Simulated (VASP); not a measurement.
# Tl (Immm) in VASP: single point with PBE

Aim: the single point of Tl with PBE.

All numbers are computed with VASP 6.6.1; they aren't measurements. Logs are shortened: lines on timing, memory, paths and dates and some standing lists are left out, and cuts for length are marked.

**1. The cell of the first run**

Symmetry: Immm, No. 71, orthorhombic system. The conventional cell has a = 3.959 Å, b = 3.968 Å, c = 3.999 Å, α = 90.00°, β = 90.00°, γ = 90.00°. Within 4.5 Å of Tl (site symmetry mmm) lie 14 Tl at 3.44 to 4.00 Å.

**2. Single point, PBE**

INCAR reads:

```
PREC = Accurate
ENCUT = 520
EDIFF = 1E-6
ISMEAR = 0
SIGMA = 0.1
LREAL = F
LASPH = T
NELM = 100
ALGO = Normal
ISIF = 2
LWAVE = F
LCHARG = F
GGA = PE
NBANDS = 12
```

KPOINTS reads:

```
Automatic mesh
0
Gamma
  20 20 20
```

POSCAR reads:

```
Tl
1.0
   -1.9839267496      1.9797359207      1.9994725475
    1.9839267496     -1.9797359207      1.9994725475
    1.9839267496      1.9797359207     -1.9994725475
Tl
1
Direct
    0.5000000000      0.5000000000      0.0000000000
```

Potentials or basis: VASP PAW PBE potentials, release 64 (Tl_d).

Started as:

```
$ cat potpaw_PBE.64/Tl_d/POTCAR > POTCAR
$ mpirun -np 1 vasp_std > vasp.out
```

OUTCAR:

```text
PREC = Accurate
   ENCUT = 520
   EDIFF = 1E-6
   ISMEAR = 0
   LREAL = F
   LASPH = T
   NELM = 100
   ISIF = 2
   GGA = PE

 ion  position               nearest neighbor table
   1  0.500  0.500  0.000-

  LATTYP: Found a body centered orthorhombic cell.
 ALAT       =     3.9594718414
 B/A-ratio  =     1.0021168626
 C/A-ratio  =     1.0099693230

  Lattice vectors:

 A1 = (   1.9839267496,  -1.9797359207,  -1.9994725475)
 A2 = (  -1.9839267496,   1.9797359207,  -1.9994725475)
 A3 = (   1.9839267496,   1.9797359207,   1.9994725475)

Analysis of symmetry for initial positions (statically):
=====================================================================
 Subroutine PRICEL returns:
 Original cell was already a primitive cell.

 Routine SETGRP: Setting up the symmetry group for a
 body centered orthorhombic supercell.

 Subroutine GETGRP returns: Found  8 space group operations
 (whereof  8 operations were pure point group operations)
 out of a pool of  8 trial point group operations.

The static configuration has the point symmetry D_2h.

Analysis of symmetry for dynamics (positions and initial velocities):
=====================================================================
 Subroutine PRICEL returns:
 Original cell was already a primitive cell.

 Routine SETGRP: Setting up the symmetry group for a
 body centered orthorhombic supercell.

 Subroutine GETGRP returns: Found  8 space group operations
 (whereof  8 operations were pure point group operations)
 out of a pool of  8 trial point group operations.

The dynamic configuration has the point symmetry D_2h.

 Subroutine INISYM returns: Found  8 space group operations
 (whereof  8 operations are pure point group operations),
 and found     1 'primitive' translations

----------------------------------------------------------------------------------------

                                     Primitive cell

  volume of cell :      31.4129

  direct lattice vectors                    reciprocal lattice vectors
    -1.983926750  1.979735921  1.999472547     0.000000000  0.252558937  0.250065949
     1.983926750 -1.979735921  1.999472547     0.252025434  0.000000000  0.250065949
     1.983926750  1.979735921 -1.999472547     0.252025434  0.252558937  0.000000000

  length of vectors
     3.442849130  3.442849130  3.442849130     0.355413837  0.355034925  0.356795230

  position of ions in fractional coordinates (direct lattice)
     0.500000000  0.500000000  0.000000000

  ion indices of the primitive-cell ions
   primitive index   ion index
                 1           1

----------------------------------------------------------------------------------------

 KPOINTS: Automatic mesh

Automatic generation of k-mesh.
 Grid dimensions read from file:
 generate k-points for:   20   20   20

 Generating k-lattice:

  Cartesian coordinates                     Fractional coordinates (reciprocal lattice)
     0.000000000  0.012627947  0.012503297     0.050000000  0.000000000  0.000000000
     0.012601272  0.000000000  0.012503297     0.000000000  0.050000000  0.000000000
     0.012601272  0.012627947  0.000000000     0.000000000  0.000000000  0.050000000

  Length of vectors
     0.017770692  0.017751746  0.017839761

  Shift w.r.t. Gamma in fractional coordinates (k-lattice)
     0.000000000  0.000000000  0.000000000

 Subroutine IBZKPT returns following result:
 ===========================================

 Found   1166 irreducible k-points:

 Following reciprocal coordinates:
            Coordinates               Weight
  0.000000  0.000000  0.000000      1.000000
  0.050000  0.000000 -0.000000      4.000000
  0.100000  0.000000 -0.000000      4.000000
  0.150000  0.000000 -0.000000      4.000000
  0.200000  0.000000 -0.000000      4.000000
  0.250000  0.000000 -0.000000      4.000000
[... 16 lines left out ...]
 -0.450000  0.050000  0.000000      8.000000
 -0.400000  0.050000  0.000000      8.000000
 [... further k-points ...]
   k-points           NKPTS =   1166   k-points in BZ     NKDIM =   1166   number of bands    NBANDS=     12
   number of dos      NEDOS =    301   number of ions     NIONS =      1
   total plane-waves  NPLWV =  21952
   dimension x,y,z NGX =    28 NGY =   28 NGZ =   28
   dimension x,y,z NGXF=    56 NGYF=   56 NGZF=   56
   ions per type =               1
   NGX,Y,Z   is equivalent  to a cutoff of  13.52, 13.52, 13.52 a.u.
   NGXF,Y,Z  is equivalent  to a cutoff of  27.04, 27.04, 27.04 a.u.
 SYSTEM =  unknown system
   PREC   = accura    normal or accurate (medium, high low for compatibility)
   ISTART =      0    job   : 0-new  1-cont  2-samecut
   ICHARG =      2    charge: 1-file 2-atom 10-const
   ISPIN  =      1    spin polarized calculation?
   LNONCOLLINEAR =      F non collinear calculations
   LSORBIT =      F    spin-orbit coupling
   LASPH  =      T    aspherical Exc in radial PAW
   ENCUT  =  520.0 eV  38.22 Ry    6.18 a.u.   6.40  6.40  6.40*2*pi/ulx,y,z
   NELM   =    100;   NELMIN=  2; NELMDL= -5     # of ELM steps
   EDIFF  = 0.1E-05   stopping-criterion for ELM
   LREAL  =      F    real-space projection
   EDIFFG = 0.1E-04   stopping-criterion for IOM
   NSW    =      0    number of steps for IOM
   IBRION =     -1    ionic relax: 0-MD 1-quasi-New 2-CG
   NFREE  =      0    steps in history (QN), initial steepest desc. (CG)
   ISIF   =      2    stress and relaxation
   ISYM   =      2    0-nonsym 1-usesym 2-fastsym
   POTIM  = 0.5000    time-step for ionic-motion
   TEBEG  =    0.0;   TEEND  =   0.0 temperature during run
   PSTRESS=    0.0 pullay stress
   NELECT =      13.0000    total number of electrons
   NUPDOWN=      -1.0000    fix difference up-down
   EMIN   =  10.00;   EMAX   =-10.00  energy-range for DOS
   EFERMI =   0.00;   METHOD = LEGACY
   ISMEAR =     0;   SIGMA  =   0.10  broadening in eV -4-tet -1-fermi 0-gaus
   EFERMI_NEDOS =   21; number of points for ismear=-14 and -15
   IALGO  =     38    algorithm
   IMIX   =      4    mixing-type and parameters
     AMIX     =   0.40;   BMIX     =  1.00
     AMIX_MAG =   1.60;   BMIX_MAG =  1.00
  volume/ion in A,a.u.               =      31.41       211.98
  Fermi-wavevector in a.u.,A,eV,Ry     =   1.219981  2.305430 20.250290  1.488354
  Thomas-Fermi vector in A             =   2.355215
   LORBIT       =      0    0 simple, 1 ext, 2 COOP (PROOUT), +10 PAW based schemes
   GGA     = PE    functional components
   LHFCALC =     F    Hartree Fock is set to
   AEXX    =    0.0000 exact exchange contribution
   IVDW    =     0    specifies the selected vdW correction
   LEPSILON=     F    determine dielectric tensor
   LRPA    =     F    only Hartree local field effects (RPA)
 non-spin polarized calculation
 Gauss-broadening in eV      SIGMA  =   0.10
  energy-cutoff  :      520.00
  volume of cell :       31.41
 maximum number of plane-waves:       887
 NGX is ok and might be reduce to    28
   NGX = 13   NGY = 13   NGZ = 13

 number of electron      12.9999998 magnetization

 Free energy of the ion-electron system (eV)
  ---------------------------------------------------
  ext. energy  EPLUGINS =         0.00000000
  ---------------------------------------------------
  free energy    TOTEN  =        -2.22230548 eV

  energy without entropy =       -2.21939215  energy(sigma->0) =       -2.22084881

 E-fermi :   5.6450     XC(G=0):  -9.7307

 val. band max:        5.6421311560   @ k =   0.2500   0.5000   0.1000
 cond. band min:       5.6484477813   @ k =   0.4500  -0.4500   0.3000
 fundamental gap:      0.0063166254
 Fermi energy:         5.6449956185

 k-point     1 :       0.0000    0.0000    0.0000
  band No.  band energies     occupation
      1      -5.9268      2.00000
      2      -5.9245      2.00000
      3      -5.9164      2.00000
      4      -5.5838      2.00000
      5      -5.5751      2.00000
      6      -3.8004      2.00000
      7      15.4618      0.00000
      8      15.5147      0.00000
      9      15.5318      0.00000
     10      17.6776      0.00000
     11      17.7711      0.00000
     12      17.7945      0.00000

 k-point     2 :       0.0500    0.0000   -0.0000
  band No.  band energies     occupation
      1      -5.9265      2.00000
      2      -5.9214      2.00000
      3      -5.9073      2.00000
      4      -5.5865      2.00000
      5      -5.5763      2.00000
      6      -3.7487      2.00000
      7      14.8826      0.00000
      8      15.3200      0.00000
      9      15.4053      0.00000
     10      17.4277      0.00000
     11      17.6976      0.00000
     12      17.6985      0.00000

 k-point     3 :       0.1000    0.0000   -0.0000
  band No.  band energies     occupation
      1      -5.9355      2.00000
      2      -5.9140      2.00000
      3      -5.8707      2.00000
      4      -5.5961      2.00000
      5      -5.5779      2.00000
      6      -3.5924      2.00000
      7      13.5270      0.00000
      8      14.8213      0.00000
      9      15.1243      0.00000
     10      16.9447      0.00000
     11      17.5125      0.00000
     12      17.6659      0.00000
[... 286 lines left out ...]
 k-point    23 :      -0.4500    0.0500    0.0000
  band No.  band energies     occupation
      1      -6.0497      2.00000
      2      -5.9973      2.00000
      3      -5.6123      2.00000
      4      -5.5810      2.00000
      5      -5.3951      2.00000
      6      -0.0911      2.00000
      7       4.1992      2.00000
      8      10.9614      0.00000
      9      12.4137      0.00000
     10      15.4298      0.00000
     11      16.7004      0.00000
     12      20.2526      0.00000

 k-point    24 :      -0.4000    0.0500    0.0000
  band No.  band energies     occupation
      1      -6.0371      2.00000
      2      -5.9762      2.00000
      3      -5.6202      2.00000
      4      -5.5807      2.00000
      5      -5.4492      2.00000
      6      -0.8195      2.00000
      7       5.3280      1.99999
      8      11.2478      0.00000
      9      12.6159      0.00000
     10      15.5389      0.00000
     11      16.7842      0.00000
     12      19.6725      0.00000

 [... further k-points ...]
[... 5 lines left out ...]
  --------------------------------------------------------------------------------------
  -------------------------------------------------------------------------------------
  Total       -0.0095391     -0.0093710     -0.0112963      0.0000000      0.0000000      0.0000000
  in kB       -0.4865291     -0.4779558     -0.5761534      0.0000000      0.0000000      0.0000000
  external PRESSURE =      -0.5135461 kB  Pullay stress =       0.0000000 kB

 VOLUME and BASIS-vectors are now :
 -----------------------------------------------------------------------------
  energy-cutoff  :      520.00
  volume of cell :       31.41
      direct lattice vectors                 reciprocal lattice vectors
    -1.983926750  1.979735921  1.999472547     0.000000000  0.252558937  0.250065949
     1.983926750 -1.979735921  1.999472547     0.252025434  0.000000000  0.250065949
     1.983926750  1.979735921 -1.999472547     0.252025434  0.252558937  0.000000000

 POSITION                                       TOTAL-FORCE (eV/Angst)
 -----------------------------------------------------------------------------------
      0.00000      0.00000      1.99947         0.000000     -0.000000      0.000000
 -----------------------------------------------------------------------------------
    total drift:                                0.000000     -0.000000      0.000000

  FREE ENERGIE OF THE ION-ELECTRON SYSTEM (eV)
  ---------------------------------------------------
  free  energy   TOTEN  =        -2.2223054779 eV

  energy  without entropy=       -2.2193921464  energy(sigma->0) =       -2.22084881
```

It took 5.4 min on 1 thread of AMD EPYC 7R43 (Zen 3), shared host; peak memory 0.48 GiB.

What came out:

```
Free energy : -2.2223 eV
Pressure    : -0.1 GPa
```

Levels at points of the mesh, in eV from the Fermi level:
| k point | band 2 | band 3 | band 4 | band 5 | band 6 | band 7 | band 8 | band 9 | band 10 | band 11 |
| --- | --- | --- | --- | --- | --- | --- | --- | --- | --- | --- |
| (0.00, 0.00, 0.00) | -11.57 | -11.56 | -11.23 | -11.22 | -9.45 | 9.82 | 9.87 | 9.89 | 12.03 | 12.13 |
| (0.50, 0.00, 0.00) | -11.66 | -11.25 | -11.22 | -11.00 | -5.09 | -2.39 | 5.45 | 6.86 | 9.42 | 10.69 |
| (0.00, 0.50, 0.00) | -11.66 | -11.25 | -11.23 | -11.00 | -5.10 | -2.39 | 5.48 | 6.90 | 9.45 | 10.72 |
| (0.50, 0.50, 0.00) | -11.66 | -11.24 | -11.22 | -11.00 | -5.05 | -2.37 | 5.36 | 6.74 | 9.30 | 10.58 |
| (0.50, 0.50, 0.50) | -11.72 | -11.06 | -11.05 | -11.05 | -2.11 | 1.33 | 1.47 | 1.51 | 6.16 | 6.26 |

Caveat: spin-orbit coupling is left out, which moves the levels of the heavy elements.
